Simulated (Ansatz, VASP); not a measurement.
**V: VASP beside Ansatz**

Contents of INCAR:

```
SYSTEM = V
PREC = Accurate ; ENCUT = 500
EDIFF = 1E-6 ; ISMEAR = 0
SIGMA = 0.05 ; LREAL = .False.
LASPH = .True. ; NELM = 200
ALGO = Normal ; ISIF = 2
LWAVE = .False. ; LCHARG = .False.
ISPIN = 2 ; MAGMOM = 0.05
LORBIT = 11 ; LMAXMIX = 4
GGA = PE ; NBANDS = 16
GGA_COMPAT = .False.
```

File KPOINTS:

```
Automatic mesh
0
Gamma
  10 10 10
  0 0 0
```

Contents of POSCAR:

```
V
1.0
   -1.5014270660      1.5014270660      1.5014270660
    1.5014270660     -1.5014270660      1.5014270660
    1.5014270660      1.5014270660     -1.5014270660
V
1
Direct
    0.0000000000      0.0000000000      0.0000000000
```

Input for Ansatz:

```yaml
crystal:
  lattice:
    - [-1.501427066, 1.501427066, 1.501427066]
    - [1.501427066, -1.501427066, 1.501427066]
    - [1.501427066, 1.501427066, -1.501427066]
  atoms:
    - { symbol: V, position: [0.0, 0.0, 0.0], spin: 0.05 }
basis:
  ecutwfc: 420
  ecutrho_ratio: 4
kpoints:
  mp_grid: { grid: [10, 10, 10] }
hamiltonian:
  xc: pbe
scf:
  occupations: { method: gaussian, width: 0.05 }
output:
  forces: true
  stress: true
  eigenvalues: true
  populations: true
magnetization:
  spin_polarized: true
```

Alike in both runs: task single point; functional PBE; k mesh 10 × 10 × 10; occupations gaussian, width 0.05 eV; collinear spin.

|  | VASP | Ansatz |
| --- | --- | --- |
| version | VASP 6.6.1 | Ansatz 0.2.0 |
| potentials or method | VASP PAW PBE potentials, release 64 (V_sv), cutoff 500 eV | scalar-relativistic, plane waves, PAW |
| valence electrons in the cell | 13 | 13 |

|  | VASP | Ansatz | Ansatz less VASP |
| --- | --- | --- | --- |
| pressure (GPa) | 0.1 | 0.0 | -0.12 |
| net moment per atom (μB) | 0.00 | 0.00 | 0.000 |

The functional is the same, so the differences come from potentials, cutoffs and numerics. Ansatz's warnings: seeded moment not kept.
